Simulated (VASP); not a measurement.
# Sb (Im-3m) in VASP: notebook, part 2 of 2

VASP 6.6.1. The steps go on from the part before.

## 3. Single point, r2SCAN (volume scaled by 1.04)

POSCAR

```
Sb
1.0
   -1.9138234555      1.9138234555      1.9138234555
    1.9138234555     -1.9138234555      1.9138234555
    1.9138234555      1.9138234555     -1.9138234555
Sb
1
Direct
    0.0000000000      0.0000000000      0.0000000000
```

INCAR.step1

```
SYSTEM = Sb
PREC     = Accurate       ! precision mode
ENCUT    = 520            ! plane-wave cutoff, eV
ISMEAR   = -1             ! smearing method
SIGMA    = 0.1            ! smearing width, eV
LREAL    = .FALSE.        ! projectors in reciprocal space
LASPH    = .TRUE.         ! aspherical terms in the spheres
NELM     = 100            ! most SCF steps
NBANDS   = 8              ! bands
GGA      = PE             ! functional
ALGO     = Normal         ! electronic algorithm
EDIFF    = 1E-4           ! SCF threshold, eV
LWAVE    = .TRUE.         ! write WAVECAR
LCHARG   = .FALSE.        ! write CHGCAR
```

INCAR.step2

```
SYSTEM = Sb
PREC     = Accurate       ! precision mode
ENCUT    = 520            ! plane-wave cutoff, eV
EDIFF    = 1E-7           ! SCF threshold, eV
ISMEAR   = -1             ! smearing method
SIGMA    = 0.1            ! smearing width, eV
LREAL    = .FALSE.        ! projectors in reciprocal space
LASPH    = .TRUE.         ! aspherical terms in the spheres
NELM     = 100            ! most SCF steps
ALGO     = Normal         ! electronic algorithm
ISIF     = 2              ! what is computed and relaxed
LWAVE    = .FALSE.        ! write WAVECAR
LCHARG   = .FALSE.        ! write CHGCAR
METAGGA  = R2SCAN         ! meta-GGA
LMIXTAU  = .TRUE.       
NBANDS   = 8              ! bands
ISTART   = 1
```

KPOINTS

```
Automatic mesh
0
G
  13 13 13
  0 0 0
```

Potentials or basis: VASP PAW PBE potentials, release 64 (Sb).

Started as:

```console
cat potpaw_PBE.64/Sb/POTCAR > POTCAR
cp INCAR.step1 INCAR
mpirun -np 1 vasp_std > vasp.out
cp INCAR.step2 INCAR
mpirun -np 1 vasp_std > vasp.out
```

OUTCAR:

```text
SYSTEM = Sb
   PREC = Accurate
   ENCUT = 520
   EDIFF = 1E-7
   ISMEAR = -1
   LREAL = .FALSE.
   LASPH = .TRUE.
   NELM = 100
   ISIF = 2
   METAGGA = R2SCAN
   ISTART = 1

 ion  position               nearest neighbor table
   1  0.000  0.000  0.000-

  LATTYP: Found a body centered cubic cell.
 ALAT       =     3.8276469110

  Lattice vectors:

 A1 = (  -1.9138234555,   1.9138234555,   1.9138234555)
 A2 = (   1.9138234555,  -1.9138234555,   1.9138234555)
 A3 = (   1.9138234555,   1.9138234555,  -1.9138234555)

Analysis of symmetry for initial positions (statically):
=====================================================================
 Subroutine PRICEL returns:
 Original cell was already a primitive cell.

 Routine SETGRP: Setting up the symmetry group for a
 body centered cubic supercell.

 Subroutine GETGRP returns: Found 48 space group operations
 (whereof 48 operations were pure point group operations)
 out of a pool of 48 trial point group operations.

The static configuration has the point symmetry O_h .

Analysis of symmetry for dynamics (positions and initial velocities):
[... 160 lines left out ...]
 cond. band min:       7.8084062337   @ k =   0.3077   0.1538  -0.0000
 fundamental gap:      0.0352947867
 Fermi energy:         7.8018598992

 k-point     1 :       0.0000    0.0000    0.0000
  band No.  band energies     occupation
      1      -5.2726      2.00000
      2      13.3073      0.00000
      3      13.3073      0.00000
      4      13.3073      0.00000
      5      18.6606      0.00000
      6      18.6606      0.00000
      7      18.6606      0.00000
      8      20.4909      0.00000
[... 243 lines left out ...]
 k-point    24 :       0.2308    0.0769    0.0769
  band No.  band energies     occupation
      1      -3.0746      2.00000
      2       5.8498      2.00000
      3       9.2089      0.00000
      4      10.6383      0.00000
      5      17.1188      0.00000
      6      17.3416      0.00000
      7      20.7566      0.00000
      8      21.4022      0.00000

 [... further k-points ...]

------------------------ aborting loop because EDIFF is reached ----------------------------------------

  FORCE on cell =-STRESS in cart. coord.  units (eV):
  Direction    XX          YY          ZZ          XY          YZ          ZX
  --------------------------------------------------------------------------------------
  -------------------------------------------------------------------------------------
  Total       -0.4099160     -0.4099160     -0.4099160      0.0000000     -0.0000000      0.0000000
  in kB      -23.4228548    -23.4228548    -23.4228548      0.0000000     -0.0000000      0.0000000
  external PRESSURE =     -23.4228548 kB  Pullay stress =       0.0000000 kB

 VOLUME and BASIS-vectors are now :
 -----------------------------------------------------------------------------
  energy-cutoff  :      520.00
  volume of cell :       28.04
      direct lattice vectors                 reciprocal lattice vectors
    -1.913823455  1.913823455  1.913823455     0.000000000  0.261257118  0.261257118
     1.913823455 -1.913823455  1.913823455     0.261257118  0.000000000  0.261257118
     1.913823455  1.913823455 -1.913823455     0.261257118  0.261257118  0.000000000

 POSITION                                       TOTAL-FORCE (eV/Angst)
 -----------------------------------------------------------------------------------
      0.00000      0.00000      0.00000         0.000000     -0.000000      0.000000
 -----------------------------------------------------------------------------------
    total drift:                                0.000000      0.000000     -0.000000

  FREE ENERGIE OF THE ION-ELECTRON SYSTEM (eV)
  ---------------------------------------------------
  free  energy   TOTEN  =       -25.3490109554 eV

  energy  without entropy=      -25.3253855108  energy(sigma->0) =      -25.33719823
```

Wall time 4.3 min (1 thread of AMD EPYC 7R13, shared host); peak memory 0.14 GiB.

Results:

```yaml
Free_energy: -25.3490 eV
Pressure: -2.3 GPa
```

Levels at points of the mesh, in eV from the Fermi level:
| k point | band 1 | band 2 | band 3 | band 4 | band 5 |
| --- | --- | --- | --- | --- | --- |
| (0.00, 0.00, 0.00) | -13.07 | 5.51 | 5.51 | 5.51 | 10.86 |

Caveat: the PAW data sets were made with another functional, which shifts forces and pressure a little; spin-orbit coupling is left out, which moves the levels of the heavy elements.

## 4. Single point, r2SCAN (volume scaled by 1.08)

POSCAR

```
Sb
1.0
   -1.9380516409      1.9380516409      1.9380516409
    1.9380516409     -1.9380516409      1.9380516409
    1.9380516409      1.9380516409     -1.9380516409
Sb
1
Direct
    0.0000000000      0.0000000000      0.0000000000
```

INCAR.step1

```
SYSTEM = Sb
  ALGO = Normal
  EDIFF = 1E-4
  ENCUT = 520
  GGA = PE
  ISMEAR = -1
  LASPH = .True.
  LCHARG = .False.
  LREAL = .False.
  LWAVE = .True.
  NBANDS = 8
  NELM = 60
  PREC = Accurate
  SIGMA = 0.1
```

INCAR.step2

```
SYSTEM = Sb
  ALGO = Normal
  EDIFF = 1E-7
  ENCUT = 520
  ISIF = 2
  ISMEAR = -1
  ISTART = 1
  LASPH = .True.
  LCHARG = .True.
  LELF = .True.
  LMIXTAU = .True.
  LREAL = .False.
  LVHAR = .True.
  LWAVE = .False.
  METAGGA = R2SCAN
  NBANDS = 8
  NELM = 60
  PREC = Accurate
  SIGMA = 0.1
```

KPOINTS

```
k-points
0
Gamma
  13 13 13
  0 0 0
```

Started as:

```console
cat potpaw_PBE.64/Sb/POTCAR > POTCAR
cp INCAR.step1 INCAR
mpirun -np 1 vasp_std > vasp.out
cp INCAR.step2 INCAR
mpirun -np 1 vasp_std > vasp.out
```

It took 6.3 min on 1 thread of AMD EPYC 7R13, shared host; peak memory 0.15 GiB.

Results (log left out):

```yaml
Free_energy: -25.3271 eV
Pressure: -4.1 GPa
```

Levels at points of the mesh, in eV from the Fermi level:
```
           k point  band 1  band 2  band 3  band 4  band 5
(0.00, 0.00, 0.00)  -12.78    5.21    5.21    5.21   10.72
```

Caveat: the PAW data sets were made with another functional, which shifts forces and pressure a little; spin-orbit coupling is left out, which moves the levels of the heavy elements.

## 5. Single point, r2SCAN (volume scaled by 1.12)

POSCAR

```
Sb
1.0
   -1.9616887466      1.9616887466      1.9616887466
    1.9616887466     -1.9616887466      1.9616887466
    1.9616887466      1.9616887466     -1.9616887466
Sb
1
Direct
    0.0000000000      0.0000000000      0.0000000000
```

INCAR.step1

```
  PREC = Accurate
  ENCUT = 520
  ISMEAR = -1
  SIGMA = 0.1
  LREAL = F
  LASPH = T
  NELM = 60
  NBANDS = 8
  GGA = PE
  ALGO = Normal
  EDIFF = 1E-4
  LWAVE = T
  LCHARG = F
```

INCAR.step2

```
  PREC = Accurate
  ENCUT = 520
  EDIFF = 1E-6
  ISMEAR = -1
  SIGMA = 0.1
  LREAL = F
  LASPH = T
  NELM = 60
  ALGO = Normal
  ISIF = 2
  LWAVE = F
  LCHARG = F
  METAGGA = R2SCAN
  LMIXTAU = T
  NBANDS = 8
  ISTART = 1
```

KPOINTS

```
regular mesh
0
Gamma
  13 13 13
```

Started as:

```console
cat potpaw_PBE.64/Sb/POTCAR > POTCAR
cp INCAR.step1 INCAR
mpirun -np 1 vasp_std > vasp.out
cp INCAR.step2 INCAR
mpirun -np 1 vasp_std > vasp.out
```

It took 3.3 min on 1 thread of AMD EPYC 7R13, shared host; peak memory 0.14 GiB.

Results (log left out):

| Property | Result |
| --- | --- |
| Free energy | -25.2945 eV |
| Pressure | -5.6 GPa |

Levels at points of the mesh, in eV from the Fermi level:
```
           k point  band 1  band 2  band 3  band 4  band 5  band 6  band 7
(0.00, 0.00, 0.00)  -12.52    4.94    4.94    4.94   10.59   10.59   10.59
```

Caveat: the PAW data sets were made with another functional, which shifts forces and pressure a little; spin-orbit coupling is left out, which moves the levels of the heavy elements.

## 6. Overview

| cell | gap on the mesh (eV) | pressure (GPa) |
| --- | --- | --- |
| a = 3.272 Å, angles 109.5°, 1 atom | none | -0.2 |
| a = 3.315 Å, angles 109.5°, 1 atom | none | -2.3 |
| a = 3.357 Å, angles 109.5°, 1 atom | none | -4.1 |
| a = 3.398 Å, angles 109.5°, 1 atom | none | -5.6 |

Alike in all rows: task single point; level r2SCAN; potentials or basis VASP PAW PBE potentials, release 64 (Sb); no spin polarisation; k mesh 13 × 13 × 13; cutoff (eV) 520; smearing fermi-dirac 0.1 eV.

Caveats: the PAW data sets were made with another functional, which shifts forces and pressure a little; spin-orbit coupling is left out, which moves the levels of the heavy elements.

Absolute energies hang on the potentials; compare differences alone.
